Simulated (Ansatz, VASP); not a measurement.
**Li3C8 in VASP and in Ansatz**

```
Li C
1.0
     5.09953    0.00000    0.00000
    -2.54976    4.41632    0.00000
     0.00000    0.00000    3.56866
Li C
3 8
Direct
  0.50000 0.50000 0.50000
  0.00000 0.50000 0.50000
  0.50000 0.00000 0.50000
  0.33333 0.66667 0.00000
  0.33154 0.16577 0.00000
  0.83423 0.66846 0.00000
  0.83423 0.16577 0.00000
  0.16577 0.83423 0.00000
  0.16577 0.33154 0.00000
  0.66846 0.83423 0.00000
  0.66667 0.33333 0.00000
```

Alike in both runs: task relaxation of cell and atoms; functional PBE; k mesh 9 × 9 × 10; occupations gaussian, width 0.1 eV; no spin polarisation.

```csv
,VASP,Ansatz
version,VASP 6.6.1,Ansatz 0.2.0
potentials or method,"VASP PAW PBE potentials, release 64 (Li_sv, C), cutoff 600 eV","scalar-relativistic, plane waves, PAW"
valence electrons in the cell,41,41
```

|  | VASP | Ansatz | Ansatz less VASP |
| --- | --- | --- | --- |
| gap on the k mesh at the Fermi level, each at its own relaxed structure (eV) | none | none | - |
| relaxed volume (Å³/atom) | 7.30 | 7.31 | +0.010 |
| relaxed cell length with the largest relative difference (Å) | 3.564 | 3.569 | +0.0048 |

A gap of «none» marks a metal or a gap that the smearing closes.

Noted on VASP's run: the cutoff is short for stress, so the pressure is rough.
